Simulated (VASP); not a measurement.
# W (P6_3/mmc) in VASP: notebook

The runs below take W through single point, with PBE.

Program: VASP 6.6.1. These are calculated values, not measurements. Logs are shortened: lines on timing, memory, paths and dates and some standing lists are left out, and cuts for length are marked.

**1. The cell of the first run**

The structure is hexagonal, space group P6_3/mmc (No. 194). The conventional cell has a = 2.942 Å, b = 2.942 Å, c = 5.241 Å, α = 90.00°, β = 90.00°, γ = 120.00°. Within 3.9 Å of W (site symmetry -6m2) lie 12 W at 2.94 to 3.12 Å.

This isn't the form of W at room conditions, which is bcc.

**2. Single point, PBE (Ta replaced by W, lengths x 0.972, strained)**

File INCAR:

```
SYSTEM = W
PREC = Accurate
ENCUT = 520
EDIFF = 1E-6
ISMEAR = 0
SIGMA = 0.1
LREAL = .False.
LASPH = .True.
NELM = 100
ALGO = Normal
ISIF = 2
LWAVE = .False.
LCHARG = .False.
GGA = PE
NBANDS = 21
```

File KPOINTS:

```
Automatic mesh
0
Gamma
  9 9 4
  0 0 0
```

File POSCAR:

```
W
1.0
    2.9424359299      0.0000000000      0.0000000000
   -1.4712179650      2.5482242643      0.0000000000
    0.0000000000      0.0000000000      5.2412000464
W
2
Direct
    0.6666666700      0.3333333300      0.7500000000
    0.3333333300      0.6666666700      0.2500000000
```

Potentials or basis: VASP PAW PBE potentials, release 64 (W_sv).

On the command line:

```
> cat potpaw_PBE.64/W_sv/POTCAR > POTCAR
> mpirun -np 1 vasp_std > vasp.out
```

OUTCAR:

```text
SYSTEM = W
   PREC = Accurate
   ENCUT = 520
   EDIFF = 1E-6
   ISMEAR = 0
   LREAL = .False.
   LASPH = .True.
   NELM = 100
   ISIF = 2
   GGA = PE

 ion  position               nearest neighbor table
   1  0.667  0.333  0.750-   2 3.12   2 3.12   2 3.12   2 3.12   2 3.12   2 3.12
   2  0.333  0.667  0.250-   1 3.12   1 3.12   1 3.12   1 3.12   1 3.12   1 3.12

  LATTYP: Found a hexagonal cell.
 ALAT       =     2.9424359299
 C/A-ratio  =     1.7812452578

  Lattice vectors:

 A1 = (   2.9424359299,   0.0000000000,   0.0000000000)
 A2 = (  -1.4712179650,   2.5482242643,   0.0000000000)
 A3 = (   0.0000000000,   0.0000000000,   5.2412000464)

Analysis of symmetry for initial positions (statically):
=====================================================================
 Subroutine PRICEL returns:
 Original cell was already a primitive cell.

 Routine SETGRP: Setting up the symmetry group for a
 hexagonal supercell.

 Subroutine GETGRP returns: Found 24 space group operations
 (whereof 12 operations were pure point group operations)
 out of a pool of 24 trial point group operations.

The static configuration has the point symmetry D_3d.
 The point group associated with its full space group is D_6h.

Analysis of symmetry for dynamics (positions and initial velocities):
=====================================================================
 Subroutine PRICEL returns:
 Original cell was already a primitive cell.

 Routine SETGRP: Setting up the symmetry group for a
 hexagonal supercell.

 Subroutine GETGRP returns: Found 24 space group operations
 (whereof 12 operations were pure point group operations)
 out of a pool of 24 trial point group operations.

The dynamic configuration has the point symmetry D_3d.
 The point group associated with its full space group is D_6h.

 Subroutine INISYM returns: Found 24 space group operations
 (whereof 12 operations are pure point group operations),
 and found     1 'primitive' translations

----------------------------------------------------------------------------------------

                                     Primitive cell

  volume of cell :      39.2984

  direct lattice vectors                    reciprocal lattice vectors
[... 79 lines left out ...]
   ISTART =      0    job   : 0-new  1-cont  2-samecut
   ICHARG =      2    charge: 1-file 2-atom 10-const
   ISPIN  =      1    spin polarized calculation?
   LNONCOLLINEAR =      F non collinear calculations
   LSORBIT =      F    spin-orbit coupling
   LASPH  =      T    aspherical Exc in radial PAW
   ENCUT  =  520.0 eV  38.22 Ry    6.18 a.u.   5.47  5.47  9.75*2*pi/ulx,y,z
   NELM   =    100;   NELMIN=  2; NELMDL= -5     # of ELM steps
   EDIFF  = 0.1E-05   stopping-criterion for ELM
   LREAL  =      F    real-space projection
   EDIFFG = 0.1E-04   stopping-criterion for IOM
   NSW    =      0    number of steps for IOM
   IBRION =     -1    ionic relax: 0-MD 1-quasi-New 2-CG
   NFREE  =      0    steps in history (QN), initial steepest desc. (CG)
   ISIF   =      2    stress and relaxation
   ISYM   =      2    0-nonsym 1-usesym 2-fastsym
   POTIM  = 0.5000    time-step for ionic-motion
   TEBEG  =    0.0;   TEEND  =   0.0 temperature during run
   PSTRESS=    0.0 pullay stress
   NELECT =      28.0000    total number of electrons
   NUPDOWN=      -1.0000    fix difference up-down
   EMIN   =  10.00;   EMAX   =-10.00  energy-range for DOS
   EFERMI =   0.00;   METHOD = LEGACY
   ISMEAR =     0;   SIGMA  =   0.10  broadening in eV -4-tet -1-fermi 0-gaus
   EFERMI_NEDOS =   21; number of points for ismear=-14 and -15
   IALGO  =     38    algorithm
   IMIX   =      4    mixing-type and parameters
     AMIX     =   0.40;   BMIX     =  1.00
     AMIX_MAG =   1.60;   BMIX_MAG =  1.00
  volume/ion in A,a.u.               =      19.65       132.60
  Fermi-wavevector in a.u.,A,eV,Ry     =   1.462185  2.763129 29.089058  2.137985
  Thomas-Fermi vector in A             =   2.578428
   LORBIT       =      0    0 simple, 1 ext, 2 COOP (PROOUT), +10 PAW based schemes
   GGA     = PE    functional components
   LHFCALC =     F    Hartree Fock is set to
   AEXX    =    0.0000 exact exchange contribution
   IVDW    =     0    specifies the selected vdW correction
   LEPSILON=     F    determine dielectric tensor
   LRPA    =     F    only Hartree local field effects (RPA)
 non-spin polarized calculation
 Gauss-broadening in eV      SIGMA  =   0.10
  energy-cutoff  :      520.00
  volume of cell :       39.30
 maximum number of plane-waves:      1087
 NGX is ok and might be reduce to    24
   NGX = 11   NGY = 11   NGZ = 19

 number of electron      28.0000004 magnetization

 Free energy of the ion-electron system (eV)
  ---------------------------------------------------
  ext. energy  EPLUGINS =         0.00000000
  ---------------------------------------------------
  free energy    TOTEN  =       -24.16601264 eV

  energy without entropy =      -24.15564783  energy(sigma->0) =      -24.16083024

 E-fermi :   8.2229     XC(G=0): -12.4514

 val. band max:        8.1915145441   @ k =   0.2222   0.2222   0.0000
 cond. band min:       8.2576786289   @ k =   0.4444   0.0000   0.0000
 fundamental gap:      0.0661640848
 Fermi energy:         8.2228629886

 k-point     1 :       0.0000    0.0000    0.0000
  band No.  band energies     occupation
      1     -65.8591      2.00000
      2     -65.8294      2.00000
      3     -30.2580      2.00000
      4     -29.7839      2.00000
      5     -29.6275      2.00000
      6     -29.6275      2.00000
[... 565 lines left out ...]
     20      14.5134      0.00000
     21      16.8538      0.00000

 [... further k-points ...]

------------------------ aborting loop because EDIFF is reached ----------------------------------------

  FORCE on cell =-STRESS in cart. coord.  units (eV):
  Direction    XX          YY          ZZ          XY          YZ          ZX
  --------------------------------------------------------------------------------------
  -------------------------------------------------------------------------------------
  Total       -8.8657239     -8.8657239     -7.1176844      0.0000000     -0.0000000      0.0000000
  in kB     -361.4509651   -361.4509651   -290.1843014      0.0000000     -0.0000000      0.0000000
  external PRESSURE =    -337.6954105 kB  Pullay stress =       0.0000000 kB

 VOLUME and BASIS-vectors are now :
 -----------------------------------------------------------------------------
  energy-cutoff  :      520.00
  volume of cell :       39.30
      direct lattice vectors                 reciprocal lattice vectors
     2.942435930  0.000000000  0.000000000     0.339854469  0.196215069  0.000000000
    -1.471217965  2.548224264  0.000000000     0.000000000  0.392430138  0.000000000
     0.000000000  0.000000000  5.241200046     0.000000000  0.000000000  0.190795999

 POSITION                                       TOTAL-FORCE (eV/Angst)
 -----------------------------------------------------------------------------------
      1.47122      0.84941      3.93090         0.000000     -0.000000      0.000000
     -0.00000      1.69882      1.31030        -0.000000      0.000000      0.000000
 -----------------------------------------------------------------------------------
    total drift:                               -0.000006      0.000003     -0.000000

  FREE ENERGIE OF THE ION-ELECTRON SYSTEM (eV)
  ---------------------------------------------------
  free  energy   TOTEN  =       -24.1660126381 eV

  energy  without entropy=      -24.1556478334  energy(sigma->0) =      -24.16083024
```

stdout:

```text
POSCAR found type information on POSCAR W
 POSCAR found :  1 types and       2 ions
 scaLAPACK will be used
 LDA part: xc-table for (Slater+PW92), standard interpolation
 POSCAR, INCAR and KPOINTS ok, starting setup
 FFT: planning ... GRIDC
 FFT: planning ... GRID_SOFT
 FFT: planning ... GRID
 WAVECAR not read
 entering main loop
```

Wall time 9.2 s (1 thread of Intel Xeon 6975P-C (Granite Rapids), shared host); peak memory 0.16 GiB.

Results:

```
Free energy            : -24.1660 eV
Pressure               : -33.8 GPa
Band gap on the k mesh : zero (bands 14 and 15 overlap by 0.94 eV)
```

Stress tensor (GPa, compression positive):
```
-36.15   0.00   0.00
  0.00 -36.15   0.00
  0.00   0.00 -29.02
```

Levels at points of the mesh, in eV from the Fermi level:
```
           k point  band 11  band 12  band 13  band 14  band 15  band 16  band 17  band 18
(0.00, 0.00, 0.00)    -1.25    -0.44    -0.23    -0.23     0.20     0.20     1.65     1.65
(0.00, 0.00, 0.50)    -1.68    -1.68    -0.20    -0.20    -0.20    -0.20     2.78     2.78
```

Caveat: the cell differs from its parent crystal (Ta replaced by W, lengths x 0.972, strained); the cell stands under tension; spin-orbit coupling is left out, which moves the levels of the heavy elements.

**3. Single point, PBE (Ta replaced by W, lengths x 0.972, strained)**

File INCAR:

```
  PREC = Accurate
  ENCUT = 520
  EDIFF = 1E-6
  ISMEAR = 0
  SIGMA = 0.1
  LREAL = False
  LASPH = True
  NELM = 100
  ALGO = Fast
  ISIF = 2
  LWAVE = False
  LCHARG = True
  GGA = PE
  LELF = True
  LVHAR = True
  NBANDS = 21
```

File KPOINTS:

```
regular mesh
0
Gamma
  18 18 8
```

POSCAR is that of step 2.

Potentials or basis: VASP PAW PBE potentials, release 64 (W_sv).

On the command line:

```
> cat potpaw_PBE.64/W_sv/POTCAR > POTCAR
> mpirun -np 1 vasp_std > vasp.out
```

Run time: 47 s. Hardware: 1 thread of Intel Xeon 6975P-C (Granite Rapids), shared host; peak memory 0.24 GiB.

It converged, with:

* Free energy: -24.1551 eV
* Pressure: -33.7 GPa
* Band gap on the k mesh: zero (bands 14 and 15 overlap by 1.30 eV)

Stress tensor (GPa, compression positive):
```
-36.17   0.00   0.00
  0.00 -36.17   0.00
  0.00   0.00 -28.85
```

Levels at points of the mesh, in eV from the Fermi level:
```csv
k point,band 12,band 13,band 14,band 15,band 16,band 17
"(0.00, 0.00, 0.00)",-0.47,-0.25,-0.25,0.18,0.18,1.62
"(0.50, 0.00, 0.00)",-0.98,-0.96,-0.33,-0.03,3.61,4.41
"(0.00, 0.00, 0.50)",-1.71,-0.22,-0.22,-0.22,-0.22,2.75
"(0.50, 0.00, 0.50)",-2.65,0.87,0.87,1.40,1.40,3.90
```

Caveat: the cell differs from its parent crystal (Ta replaced by W, lengths x 0.972, strained); the cell stands under tension; spin-orbit coupling is left out, which moves the levels of the heavy elements.
